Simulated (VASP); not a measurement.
# MgO (P6_3mc) in VASP: settings compared

MgO is run at these levels: LDA, PBEsol; tasks: single point.

All numbers are computed with VASP 6.6.1; they aren't measurements. Logs are shortened: lines on timing, memory, paths and dates and some standing lists are left out, and cuts for length are marked.

## 1. The cell of the first run

It takes space group P6_3mc (No. 186, hexagonal). Conventional cell: a = 3.286 Å, b = 3.286 Å, c = 4.949 Å, α = 90.00°, β = 90.00°, γ = 120.00°. Mg (site symmetry 3m) has 4 O at 1.96 to 1.98 Å within 2.6 Å. Within 2.6 Å of O (site symmetry 3m) lie 4 Mg at 1.96 to 1.98 Å.

## 2. Single point, LDA

Input file INCAR:

```
SYSTEM = MgO
PREC = Accurate
ENCUT = 520
EDIFF = 1E-6
ISMEAR = -1
SIGMA = 0.05
LREAL = .False.
LASPH = .True.
NELM = 80
ALGO = Normal
ISIF = 2
LWAVE = .False.
LCHARG = .True.
LELF = .True.
LVHAR = .True.
NBANDS = 16
```

Input file KPOINTS:

```
Automatic mesh
0
Gamma
  9 9 6
  0 0 0
```

Input file POSCAR:

```
MgO
1.0
    3.2855864049      0.0000000000      0.0000000000
   -1.6427932025      2.8454012930      0.0000000000
    0.0000000000      0.0000000000      4.9494385035
Mg O
2 2
Direct
    0.6666666667      0.3333333333      0.5021597400
    0.3333333333      0.6666666667      0.0021597400
    0.6666666667      0.3333333333      0.9024402600
    0.3333333333      0.6666666667      0.4024402600
```

Potentials or basis: VASP PAW LDA potentials, release 64 (Mg, O).

Run with:

```bash
$ cat potpaw_LDA.64/Mg/POTCAR potpaw_LDA.64/O/POTCAR > POTCAR
$ mpirun -np 1 vasp_std > vasp.out
```

OUTCAR:

```text
SYSTEM = MgO
   PREC = Accurate
   ENCUT = 520
   EDIFF = 1E-6
   ISMEAR = -1
   LREAL = .False.
   LASPH = .True.
   NELM = 80
   ISIF = 2

 ion  position               nearest neighbor table
   1  0.667  0.333  0.502-   4 1.96   4 1.96   4 1.96   3 1.98   2 3.12   2 3.12   2 3.12   2 3.12
                             2 3.12   2 3.12
   2  0.333  0.667  0.002-   3 1.96   3 1.96   3 1.96   4 1.98   1 3.12   1 3.12   1 3.12   1 3.12
                             1 3.12   1 3.12
   3  0.667  0.333  0.902-   2 1.96   2 1.96   2 1.96   1 1.98
   4  0.333  0.667  0.402-   1 1.96   1 1.96   1 1.96   2 1.98

  LATTYP: Found a hexagonal cell.
 ALAT       =     3.2855864049
 C/A-ratio  =     1.5064094787

  Lattice vectors:

 A1 = (   3.2855864049,   0.0000000000,   0.0000000000)
 A2 = (  -1.6427932025,   2.8454012930,   0.0000000000)
 A3 = (   0.0000000000,   0.0000000000,   4.9494385035)

Analysis of symmetry for initial positions (statically):
=====================================================================
 Subroutine PRICEL returns:
 Original cell was already a primitive cell.

 Routine SETGRP: Setting up the symmetry group for a
 hexagonal supercell.

 Subroutine GETGRP returns: Found 12 space group operations
 (whereof  6 operations were pure point group operations)
 out of a pool of 24 trial point group operations.

The static configuration has the point symmetry C_3v.
 The point group associated with its full space group is C_6v.

Analysis of symmetry for dynamics (positions and initial velocities):
=====================================================================
 Subroutine PRICEL returns:
 Original cell was already a primitive cell.

 Routine SETGRP: Setting up the symmetry group for a
 hexagonal supercell.

 Subroutine GETGRP returns: Found 12 space group operations
 (whereof  6 operations were pure point group operations)
 out of a pool of 24 trial point group operations.

The dynamic configuration has the point symmetry C_3v.
 The point group associated with its full space group is C_6v.

 Subroutine INISYM returns: Found 12 space group operations
 (whereof  6 operations are pure point group operations),
 and found     1 'primitive' translations

----------------------------------------------------------------------------------------

                                     Primitive cell

  volume of cell :      46.2714

  direct lattice vectors                    reciprocal lattice vectors
     3.285586405  0.000000000  0.000000000     0.304359672  0.175722138  0.000000000
    -1.642793203  2.845401293  0.000000000     0.000000000  0.351444277  0.000000000
     0.000000000  0.000000000  4.949438503     0.000000000  0.000000000  0.202043121

  length of vectors
     3.285586405  3.285586405  4.949438503     0.351444277  0.351444277  0.202043121

  position of ions in fractional coordinates (direct lattice)
     0.666666667  0.333333333  0.502159740
     0.333333333  0.666666667  0.002159740
     0.666666667  0.333333333  0.902440260
     0.333333333  0.666666667  0.402440260

  ion indices of the primitive-cell ions
   primitive index   ion index
                 1           1
                 2           2
                 3           3
                 4           4

----------------------------------------------------------------------------------------

 KPOINTS: Automatic mesh

Automatic generation of k-mesh.
 Grid dimensions read from file:
 generate k-points for:    9    9    6

 Generating k-lattice:

  Cartesian coordinates                     Fractional coordinates (reciprocal lattice)
     0.033817741  0.019524682  0.000000000     0.111111111 -0.000000000  0.000000000
     0.000000000  0.039049364  0.000000000     0.000000000  0.111111111  0.000000000
     0.000000000  0.000000000  0.033673853     0.000000000  0.000000000  0.166666667

  Length of vectors
     0.039049364  0.039049364  0.033673853

  Shift w.r.t. Gamma in fractional coordinates (k-lattice)
     0.000000000  0.000000000  0.000000000

 Subroutine IBZKPT returns following result:
 ===========================================

 Found     48 irreducible k-points:

 Following reciprocal coordinates:
            Coordinates               Weight
  0.000000  0.000000  0.000000      1.000000
  0.111111  0.000000  0.000000      6.000000
  0.222222  0.000000  0.000000      6.000000
  0.333333 -0.000000  0.000000      6.000000
  0.444444  0.000000  0.000000      6.000000
  0.111111  0.111111  0.000000      6.000000
[... 16 lines left out ...]
  0.333333  0.222222  0.166667     24.000000
  0.333333  0.333333  0.166667      4.000000
 [... further k-points ...]
   k-points           NKPTS =     48   k-points in BZ     NKDIM =     48   number of bands    NBANDS=     16
   number of dos      NEDOS =    301   number of ions     NIONS =      4
   total plane-waves  NPLWV =  23040
   dimension x,y,z NGX =    24 NGY =   24 NGZ =   40
   dimension x,y,z NGXF=    48 NGYF=   48 NGZF=   80
   ions per type =               2   2
   NGX,Y,Z   is equivalent  to a cutoff of  12.14, 12.14, 13.44 a.u.
   NGXF,Y,Z  is equivalent  to a cutoff of  24.29, 24.29, 26.87 a.u.
 SYSTEM =  MgO
   PREC   = accura    normal or accurate (medium, high low for compatibility)
   ISTART =      0    job   : 0-new  1-cont  2-samecut
   ICHARG =      2    charge: 1-file 2-atom 10-const
   ISPIN  =      1    spin polarized calculation?
   LNONCOLLINEAR =      F non collinear calculations
   LSORBIT =      F    spin-orbit coupling
   LASPH  =      T    aspherical Exc in radial PAW
   ENCUT  =  520.0 eV  38.22 Ry    6.18 a.u.   6.11  6.11  9.20*2*pi/ulx,y,z
   NELM   =     80;   NELMIN=  2; NELMDL= -5     # of ELM steps
   EDIFF  = 0.1E-05   stopping-criterion for ELM
   LREAL  =      F    real-space projection
   EDIFFG = 0.1E-04   stopping-criterion for IOM
   NSW    =      0    number of steps for IOM
   IBRION =     -1    ionic relax: 0-MD 1-quasi-New 2-CG
   NFREE  =      0    steps in history (QN), initial steepest desc. (CG)
   ISIF   =      2    stress and relaxation
   ISYM   =      2    0-nonsym 1-usesym 2-fastsym
   POTIM  = 0.5000    time-step for ionic-motion
   TEBEG  =    0.0;   TEEND  =   0.0 temperature during run
   PSTRESS=    0.0 pullay stress
   NELECT =      16.0000    total number of electrons
   NUPDOWN=      -1.0000    fix difference up-down
   EMIN   =  10.00;   EMAX   =-10.00  energy-range for DOS
   EFERMI =   0.00;   METHOD = LEGACY
   ISMEAR =    -1;   SIGMA  =   0.05  broadening in eV -4-tet -1-fermi 0-gaus
   EFERMI_NEDOS =   21; number of points for ismear=-14 and -15
   IALGO  =     38    algorithm
   IMIX   =      4    mixing-type and parameters
     AMIX     =   0.40;   BMIX     =  1.00
     AMIX_MAG =   1.60;   BMIX_MAG =  1.00
  volume/ion in A,a.u.               =      11.57        78.06
  Fermi-wavevector in a.u.,A,eV,Ry     =   1.149064  2.171415 17.964412  1.320347
  Thomas-Fermi vector in A             =   2.285735
   LORBIT       =      0    0 simple, 1 ext, 2 COOP (PROOUT), +10 PAW based schemes
   GGA     = CA    functional components
   LHFCALC =     F    Hartree Fock is set to
   AEXX    =    0.0000 exact exchange contribution
   IVDW    =     0    specifies the selected vdW correction
   LEPSILON=     F    determine dielectric tensor
   LRPA    =     F    only Hartree local field effects (RPA)
 non-spin polarized calculation
  energy-cutoff  :      520.00
  volume of cell :       46.27
 maximum number of plane-waves:      1260
   NGX = 13   NGY = 13   NGZ = 19

 number of electron      16.0000009 magnetization

 Free energy of the ion-electron system (eV)
  ---------------------------------------------------
  ext. energy  EPLUGINS =         0.00000000
  ---------------------------------------------------
  free energy    TOTEN  =       -26.25223699 eV

  energy without entropy =      -26.25223699  energy(sigma->0) =      -26.25223699

 E-fermi :   2.0075     XC(G=0): -10.3600

 val. band max:        0.9379731626   @ k =   0.0000   0.0000   0.0000
 cond. band min:       4.4069959189   @ k =   0.0000   0.0000   0.0000
 fundamental gap:      3.4690227563
 Fermi energy:         2.0074866968

 k-point     1 :       0.0000    0.0000    0.0000
  band No.  band energies     occupation
      1     -15.1126      2.00000
      2     -14.2168      2.00000
      3      -2.4775      2.00000
      4       0.1255      2.00000
      5       0.1255      2.00000
      6       0.4770      2.00000
[... 8 lines left out ...]
     15      17.2881      0.00000
     16      17.2881      0.00000

 k-point     2 :       0.1111    0.0000    0.0000
  band No.  band energies     occupation
      1     -15.0453      2.00000
      2     -14.1947      2.00000
      3      -2.3546      2.00000
      4      -0.1880      2.00000
      5       0.0406      2.00000
      6       0.0990      2.00000
[... 8 lines left out ...]
     15      16.9797      0.00000
     16      17.2190      0.00000

 k-point     3 :       0.2222    0.0000    0.0000
  band No.  band energies     occupation
      1     -14.8638      2.00000
      2     -14.1448      2.00000
      3      -2.0078      2.00000
      4      -1.0089      2.00000
      5      -0.4770      2.00000
      6      -0.1376      2.00000
[... 8 lines left out ...]
     15      15.9181      0.00000
     16      16.2530      0.00000

 k-point     4 :       0.3333   -0.0000    0.0000
  band No.  band energies     occupation
      1     -14.6273      2.00000
      2     -14.1087      2.00000
      3      -1.8039      2.00000
      4      -1.4914      2.00000
      5      -0.9832      2.00000
      6      -0.3089      2.00000
[... 8 lines left out ...]
     15      15.2843      0.00000
     16      16.4440      0.00000
[... 324 lines left out ...]
 k-point    22 :       0.2222    0.2222    0.1667
  band No.  band energies     occupation
      1     -14.4816      2.00000
      2     -14.1301      2.00000
      3      -1.8183      2.00000
      4      -1.6702      2.00000
      5      -0.6406      2.00000
      6      -0.6008      2.00000
[... 8 lines left out ...]
     15      14.7426      0.00000
     16      17.2880      0.00000

 k-point    23 :       0.3333    0.2222    0.1667
  band No.  band energies     occupation
      1     -14.3203      2.00000
      2     -14.1478      2.00000
      3      -2.0305      2.00000
      4      -1.4790      2.00000
      5      -1.0387      2.00000
      6      -0.3694      2.00000
[... 8 lines left out ...]
     15      14.4547      0.00000
     16      17.3099      0.00000

 k-point    24 :       0.3333    0.3333    0.1667
  band No.  band energies     occupation
      1     -14.2093      2.00000
      2     -14.2093      2.00000
      3      -1.8768      2.00000
      4      -1.3564      2.00000
      5      -1.3564      2.00000
      6      -0.5405      2.00000
[... 8 lines left out ...]
     15      14.2819      0.00000
     16      18.2007      0.00000

 [... further k-points ...]

------------------------ aborting loop because EDIFF is reached ----------------------------------------

  FORCE on cell =-STRESS in cart. coord.  units (eV):
  Direction    XX          YY          ZZ          XY          YZ          ZX
  --------------------------------------------------------------------------------------
  -------------------------------------------------------------------------------------
  Total       -0.8846001     -0.8846001     -0.8023649      0.0000000      0.0000000     -0.0000000
  in kB      -30.6298757    -30.6298757    -27.7824243      0.0000000      0.0000000     -0.0000000
  external PRESSURE =     -29.6807252 kB  Pullay stress =       0.0000000 kB

 VOLUME and BASIS-vectors are now :
 -----------------------------------------------------------------------------
  energy-cutoff  :      520.00
  volume of cell :       46.27
      direct lattice vectors                 reciprocal lattice vectors
     3.285586405  0.000000000  0.000000000     0.304359672  0.175722138  0.000000000
    -1.642793203  2.845401293  0.000000000     0.000000000  0.351444277  0.000000000
     0.000000000  0.000000000  4.949438503     0.000000000  0.000000000  0.202043121

 POSITION                                       TOTAL-FORCE (eV/Angst)
 -----------------------------------------------------------------------------------
      1.64279      0.94847      2.48541         0.000000      0.000000      0.027088
     -0.00000      1.89693      0.01069         0.000000      0.000000      0.027088
      1.64279      0.94847      4.46657        -0.000000     -0.000000     -0.027088
     -0.00000      1.89693      1.99185        -0.000000      0.000000     -0.027088
 -----------------------------------------------------------------------------------
    total drift:                               -0.000000      0.000000      0.002141

  FREE ENERGIE OF THE ION-ELECTRON SYSTEM (eV)
  ---------------------------------------------------
  free  energy   TOTEN  =       -26.2522369930 eV

  energy  without entropy=      -26.2522369930  energy(sigma->0) =      -26.25223699
```

Wall time 13 s (1 thread of AMD EPYC 9R45 (Zen 5), shared host); peak memory 0.13 GiB.

Results:

- Free energy: -26.2522 eV
- Pressure: -3.0 GPa
- Largest force: 0.027 eV/Å
- Band gap on the k mesh: 3.47 eV, direct

Forces on the atoms (eV/Å):
```
Mg   0.000  0.000  0.027
Mg   0.000  0.000  0.027
O    0.000  0.000 -0.027
O    0.000  0.000 -0.027
```

Levels at points of the mesh, in eV from the valence-band top:
```tsv
k point	band 6	band 7	band 8	band 9	band 10	band 11
(0.00, 0.00, 0.00)	-0.46	-0.46	0.00	3.47	8.46	10.32
(0.00, 0.00, 0.50)	-0.64	-0.64	-0.64	5.99	5.99	13.14
```

A k mesh can miss the band edges. A hybrid or GW would open this gap; LDA tends to underestimate it.

## 3. Single point, PBEsol

Input file INCAR:

```
  PREC = Accurate
  ENCUT = 520
  EDIFF = 1E-6
  ISMEAR = -1
  SIGMA = 0.05
  LREAL = F
  LASPH = T
  NELM = 80
  ALGO = Normal
  ISIF = 2
  LWAVE = F
  LCHARG = F
  GGA = PS
  NBANDS = 16
```

Input file KPOINTS:

```
regular mesh
0
Gamma
  9 9 6
```

POSCAR is that of step 2.

Potentials or basis: VASP PAW PBE potentials, release 64 (Mg, O).

Run with:

```bash
$ cat potpaw_PBE.64/Mg/POTCAR potpaw_PBE.64/O/POTCAR > POTCAR
$ mpirun -np 1 vasp_std > vasp.out
```

OUTCAR:

```text
PREC = Accurate
   ENCUT = 520
   EDIFF = 1E-6
   ISMEAR = -1
   LREAL = F
   LASPH = T
   NELM = 80
   ISIF = 2
   GGA = PS

 ion  position               nearest neighbor table
   1  0.667  0.333  0.502-   4 1.96   4 1.96   4 1.96   3 1.98   2 3.12   2 3.12   2 3.12   2 3.12
                             2 3.12   2 3.12
   2  0.333  0.667  0.002-   3 1.96   3 1.96   3 1.96   4 1.98   1 3.12   1 3.12   1 3.12   1 3.12
                             1 3.12   1 3.12
   3  0.667  0.333  0.902-   2 1.96   2 1.96   2 1.96   1 1.98
[... 660 lines left out ...]
  --------------------------------------------------------------------------------------
  -------------------------------------------------------------------------------------
  Total        0.8049631      0.8049631      0.7010915     -0.0000000      0.0000000      0.0000000
  in kB       27.8723903     27.8723903     24.2757671     -0.0000000      0.0000000      0.0000000
  external PRESSURE =      26.6735159 kB  Pullay stress =       0.0000000 kB

 VOLUME and BASIS-vectors are now :
 -----------------------------------------------------------------------------
  energy-cutoff  :      520.00
  volume of cell :       46.27
      direct lattice vectors                 reciprocal lattice vectors
     3.285586405  0.000000000  0.000000000     0.304359672  0.175722138  0.000000000
    -1.642793203  2.845401293  0.000000000     0.000000000  0.351444277  0.000000000
     0.000000000  0.000000000  4.949438503     0.000000000  0.000000000  0.202043121

 POSITION                                       TOTAL-FORCE (eV/Angst)
 -----------------------------------------------------------------------------------
      1.64279      0.94847      2.48541        -0.000000     -0.000000     -0.010546
     -0.00000      1.89693      0.01069         0.000000     -0.000000     -0.010546
      1.64279      0.94847      4.46657         0.000000      0.000000      0.010546
     -0.00000      1.89693      1.99185         0.000000     -0.000000      0.010546
 -----------------------------------------------------------------------------------
    total drift:                               -0.000000      0.000000      0.002205

  FREE ENERGIE OF THE ION-ELECTRON SYSTEM (eV)
  ---------------------------------------------------
  free  energy   TOTEN  =       -24.5412161799 eV

  energy  without entropy=      -24.5412161799  energy(sigma->0) =      -24.54121618
```

OSZICAR:

```text
N       E                     dE             d eps       ncg     rms          rms(c)
DAV:   1     0.592894081160E+02    0.59289E+02   -0.75771E+03  1536   0.887E+02
DAV:   2    -0.244304913067E+02   -0.83720E+02   -0.77020E+02  2104   0.194E+02
DAV:   3    -0.284138327177E+02   -0.39833E+01   -0.39760E+01  1752   0.439E+01
DAV:   4    -0.284301991787E+02   -0.16366E-01   -0.16366E-01  1840   0.331E+00
DAV:   5    -0.284302794501E+02   -0.80271E-04   -0.80271E-04  1760   0.222E-01    0.110E+01
DAV:   6    -0.246418531156E+02    0.37884E+01   -0.10563E+01  1536   0.245E+01    0.374E+00
DAV:   7    -0.245714080193E+02    0.70445E-01   -0.15874E-01  1536   0.317E+00    0.214E+00
DAV:   8    -0.245431112000E+02    0.28297E-01   -0.88192E-02  1688   0.320E+00    0.480E-01
DAV:   9    -0.245409040372E+02    0.22072E-02   -0.31805E-03  1864   0.504E-01    0.166E-01
DAV:  10    -0.245412102673E+02   -0.30623E-03   -0.70797E-04  1592   0.188E-01    0.140E-02
DAV:  11    -0.245412168240E+02   -0.65566E-05   -0.13712E-05  1960   0.249E-02    0.137E-02
DAV:  12    -0.245412161799E+02    0.64409E-06   -0.26938E-06  1584   0.148E-02
   1 F= -.24541216E+02 E0= -.24541216E+02  d E =-.290097E-10
```

stdout:

```text
POSCAR found type information on POSCAR MgO
 POSCAR found :  2 types and       4 ions
 scaLAPACK will be used
 -----------------------------------------------------------------------------
|                                                                             |
|                                                                             |
|     You enforced a specific xc type in the INCAR file but a different       |
|     I HOPE YOU KNOW WHAT YOU ARE DOING!                                     |
|                                                                             |
 -----------------------------------------------------------------------------

 LDA part: xc-table for (Slater+PW92), standard interpolation
 POSCAR, INCAR and KPOINTS ok, starting setup
 FFT: planning ... GRIDC
 FFT: planning ... GRID_SOFT
 FFT: planning ... GRID
 WAVECAR not read
 entering main loop
```

It took 14 s on 1 thread of AMD EPYC 9R45 (Zen 5), shared host; peak memory 0.14 GiB.

What came out:

* Free energy: -24.5412 eV
* Pressure: 2.7 GPa
* Largest force: 0.011 eV/Å
* Band gap on the k mesh: 3.45 eV, direct

Forces on the atoms (eV/Å):
```
Mg   0.000  0.000 -0.011
Mg   0.000  0.000 -0.011
O    0.000  0.000  0.011
O    0.000  0.000  0.011
```

Caveat: the PAW data sets were made with another functional, which shifts forces and pressure a little. A k mesh can miss the band edges.

(Part 1 of 2 ends here.)
